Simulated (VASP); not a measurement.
# SnO in VASP: single point with PBE+D3(BJ)

Aim: the single point of SnO with PBE+D3(BJ).

Program: VASP 6.6.1. These are calculated values, not measurements. Logs are shortened: lines on timing, memory, paths and dates and some standing lists are left out, and cuts for length are marked.

## (1) The cell of the first run

The cell holds a slab with vacuum, 8 atoms: a = 3.821 Å, b = 3.821 Å, c = 22.228 Å, α = 90.00°, β = 90.00°, γ = 90.00°.

## (2) Single point, PBE+D3(BJ)

Input file INCAR:

```
PREC     = Accurate       # precision mode
ENCUT    = 520            # plane-wave cutoff, eV
EDIFF    = 1E-6           # SCF threshold, eV
ISMEAR   = 0              # smearing method
SIGMA    = 0.05           # smearing width, eV
LREAL    = False          # projectors in reciprocal space
LASPH    = True           # aspherical terms in the spheres
NELM     = 100            # most SCF steps
ALGO     = Normal         # electronic algorithm
ISIF     = 2              # what is computed and relaxed
LWAVE    = False          # write WAVECAR
LCHARG   = False          # write CHGCAR
LDIPOL   = True         
IDIPOL   = 3            
DIPOL    = 0.5 0.5 0.404
GGA      = PE             # functional
IVDW     = 12             # dispersion correction
NBANDS   = 50             # bands
```

Input file KPOINTS:

```
Automatic mesh
0
Gamma
  7 7 1
```

Input file POSCAR:

```
SnO
1.0
    3.8205591572     -0.0000144285      0.0000000000
    0.0000145032      3.8205591572      0.0000000000
    0.0000000000      0.0000000000     22.2281056610
Sn O
4 4
Direct
    0.7499972356      0.2500027644      0.2024464014
    0.2499972356      0.7500027644      0.3088006209
    0.2499972356      0.7500027644      0.5000000000
    0.7499972356      0.2500027644      0.6063542196
    0.2499972356      0.2500027644      0.2556235111
    0.7499972356      0.7500027644      0.2556235111
    0.7499972356      0.7500027644      0.5531771098
    0.2499972356      0.2500027644      0.5531771098
```

Potentials or basis: VASP PAW PBE potentials, release 64 (Sn_d, O).

Started as:

```
cat potpaw_PBE.64/Sn_d/POTCAR potpaw_PBE.64/O/POTCAR > POTCAR
mpirun -np 1 vasp_std > vasp.out
```

OUTCAR:

```text
PREC = Accurate
   ENCUT = 520
   EDIFF = 1E-6
   ISMEAR = 0
   LREAL = False
   LASPH = True
   NELM = 100
   ISIF = 2
   GGA = PE
   IVDW = 12
 IVDW          = 12

 ion  position               nearest neighbor table
   1  0.750  0.250  0.202-   5 2.25   5 2.25   6 2.25   6 2.25   2 3.59   2 3.59   2 3.59   2 3.59

   2  0.250  0.750  0.309-   6 2.25   6 2.25   5 2.25   5 2.25   1 3.59   1 3.59   1 3.59   1 3.59

   3  0.250  0.750  0.500-   7 2.25   7 2.25   8 2.25   8 2.25   4 3.59   4 3.59   4 3.59   4 3.59

   4  0.750  0.250  0.606-   8 2.25   8 2.25   7 2.25   7 2.25   3 3.59   3 3.59   3 3.59   3 3.59

   5  0.250  0.250  0.256-   1 2.25   1 2.25   2 2.25   2 2.25
   6  0.750  0.750  0.256-   1 2.25   1 2.25   2 2.25   2 2.25
   7  0.750  0.750  0.553-   3 2.25   3 2.25   4 2.25   4 2.25
   8  0.250  0.250  0.553-   4 2.25   4 2.25   3 2.25   3 2.25

  LATTYP: Found a simple tetragonal cell.
 ALAT       =     3.8205591572
 C/A-ratio  =     5.8180242070

  Lattice vectors:

 A1 = (   3.8205591572,  -0.0000144285,   0.0000000000)
 A2 = (   0.0000145032,   3.8205591572,   0.0000000000)
 A3 = (   0.0000000000,   0.0000000000,  22.2281056610)

Analysis of symmetry for initial positions (statically):
=====================================================================
 Subroutine PRICEL returns:
 Original cell was already a primitive cell.

 Routine SETGRP: Setting up the symmetry group for a
 simple tetragonal supercell.

 Subroutine GETGRP returns: Found 16 space group operations
 (whereof  2 operations were pure point group operations)
 out of a pool of 16 trial point group operations.

The static configuration has the point symmetry C_1h.
 The point group associated with its full space group is D_4h.

Analysis of symmetry for dynamics (positions and initial velocities):
=====================================================================
 Subroutine PRICEL returns:
 Original cell was already a primitive cell.

 Routine SETGRP: Setting up the symmetry group for a
 simple tetragonal supercell.

 Subroutine GETGRP returns: Found 16 space group operations
 (whereof  2 operations were pure point group operations)
 out of a pool of 16 trial point group operations.

The dynamic configuration has the point symmetry C_1h.
 The point group associated with its full space group is D_4h.

 Subroutine INISYM returns: Found 16 space group operations
 (whereof  2 operations are pure point group operations),
 and found     1 'primitive' translations

----------------------------------------------------------------------------------------

[... 105 lines left out ...]
   EFERMI_NEDOS =   21; number of points for ismear=-14 and -15
   IALGO  =     38    algorithm
   IMIX   =      4    mixing-type and parameters
     AMIX     =   0.40;   BMIX     =  1.00
     AMIX_MAG =   1.60;   BMIX_MAG =  1.00
  volume/ion in A,a.u.               =      40.56       273.69
  Fermi-wavevector in a.u.,A,eV,Ry     =   1.026564  1.939925 14.338279  1.053834
  Thomas-Fermi vector in A             =   2.160463
   LORBIT       =      0    0 simple, 1 ext, 2 COOP (PROOUT), +10 PAW based schemes
   GGA     = PE    functional components
   LHFCALC =     F    Hartree Fock is set to
   AEXX    =    0.0000 exact exchange contribution
   IVDW    =    12    specifies the selected vdW correction
   LEPSILON=     F    determine dielectric tensor
   LRPA    =     F    only Hartree local field effects (RPA)
 non-spin polarized calculation
 Gauss-broadening in eV      SIGMA  =   0.05
  energy-cutoff  :      520.00
  volume of cell :      324.46
 maximum number of plane-waves:      8769
   NGX = 15   NGY = 15   NGZ = 83

 dipolmoment           0.000000      0.000000      0.000286 electrons x Angstroem

 number of electron      79.9999970 magnetization

 dipolmoment           0.000000      0.000000     -0.000004 electrons x Angstroem

 Free energy of the ion-electron system (eV)
  ---------------------------------------------------
  ext. energy  EPLUGINS =         0.00000000
  ---------------------------------------------------
  free energy    TOTEN  =       -45.12289281 eV

  energy without entropy =      -45.12289281  energy(sigma->0) =      -45.12289281

 E-fermi :   0.0811     XC(G=0):  -5.3140

 val. band max:       -0.1827418762   @ k =   0.1429   0.1429   0.0000
 cond. band min:       2.2563826255   @ k =   0.4286   0.0000   0.0000
 fundamental gap:      2.4391245018
 Fermi energy:         0.0811142288

 k-point     1 :       0.0000    0.0000    0.0000
  band No.  band energies     occupation
      1     -21.0389      2.00000
      2     -21.0389      2.00000
      3     -20.6796      2.00000
      4     -20.6795      2.00000
      5     -20.6426      2.00000
      6     -20.6426      2.00000
[... 519 lines left out ...]
     49       5.9194      0.00000
     50       5.9943      0.00000

------------------------ aborting loop because EDIFF is reached ----------------------------------------

 vacuum level on the upper side and lower side of the slab       (xc-potential included)        -0.132        -0.127

 Edisp (eV)   -1.23205

 E8    (eV) :    -0.5443

  FORCE on cell =-STRESS in cart. coord.  units (eV):
  Direction    XX          YY          ZZ          XY          YZ          ZX
  --------------------------------------------------------------------------------------
  -------------------------------------------------------------------------------------
  Total       0.20788     0.20788     0.45938     0.00000     0.00000     0.00000
  in kB       1.02652     1.02652     2.26843     0.00000     0.00000     0.00000
  external pressure =        1.44 kB  Pullay stress =        0.00 kB

 VOLUME and BASIS-vectors are now :
 -----------------------------------------------------------------------------
  energy-cutoff  :      520.00
  volume of cell :      324.46
      direct lattice vectors                 reciprocal lattice vectors
     3.820559157 -0.000014428  0.000000000     0.261741792 -0.000000994  0.000000000
     0.000014503  3.820559157  0.000000000     0.000000988  0.261741792  0.000000000
     0.000000000  0.000000000 22.228105661     0.000000000  0.000000000  0.044988089

 POSITION                                       TOTAL-FORCE (eV/Angst)
 -----------------------------------------------------------------------------------
      2.86541      0.95514      4.50000        -0.000000      0.000000     -0.073887
      0.95514      2.86543      6.86405         0.000000     -0.000000      0.020544
      0.95514      2.86543     11.11405         0.000000     -0.000000     -0.020544
      2.86541      0.95514     13.47811         0.000000      0.000000      0.073887
      0.95513      0.95515      5.68203         0.000000     -0.000000     -0.003046
      2.86542      2.86542      5.68203        -0.000000     -0.000000     -0.003046
      2.86542      2.86542     12.29608        -0.000000      0.000000      0.003046
      0.95513      0.95515     12.29608        -0.000000      0.000000      0.003046
 -----------------------------------------------------------------------------------
    total drift:                               -0.000000      0.000000     -0.000212

  FREE ENERGIE OF THE ION-ELECTRON SYSTEM (eV)
  ---------------------------------------------------
  free  energy   TOTEN  =       -46.3549465885 eV

  energy  without entropy=      -46.3549465885  energy(sigma->0) =      -46.35494659

 vacuum level on the upper side and lower side of the slab         4.823         4.830
```

Run time: 3.8 min. Hardware: 1 thread of AMD EPYC 7R13 (Zen 3), shared host; peak memory 0.37 GiB.

What came out:

| Item | Value |
| --- | --- |
| Free energy | -46.3549 eV |
| Largest force | 0.074 eV/Å |
| Band gap on the k mesh | 2.44 eV (least direct gap 2.56 eV) |
| Dispersion energy per atom | -0.154 eV |

Forces on the atoms (eV/Å):
```
Sn   0.000  0.000 -0.074
Sn   0.000  0.000  0.021
Sn   0.000  0.000 -0.021
Sn   0.000  0.000  0.074
O    0.000  0.000 -0.003
O    0.000  0.000 -0.003
O    0.000  0.000  0.003
O    0.000  0.000  0.003
```

Levels at points of the mesh, in eV from the valence-band top:
| k point | band 37 | band 38 | band 39 | band 40 | band 41 | band 42 | band 43 | band 44 |
| --- | --- | --- | --- | --- | --- | --- | --- | --- |
| (0.00, 0.00, 0.00) | -1.94 | -1.94 | -0.62 | -0.04 | 2.52 | 2.86 | 2.86 | 3.77 |

Caveat: spin-orbit coupling is left out, which moves the levels of the heavy elements.
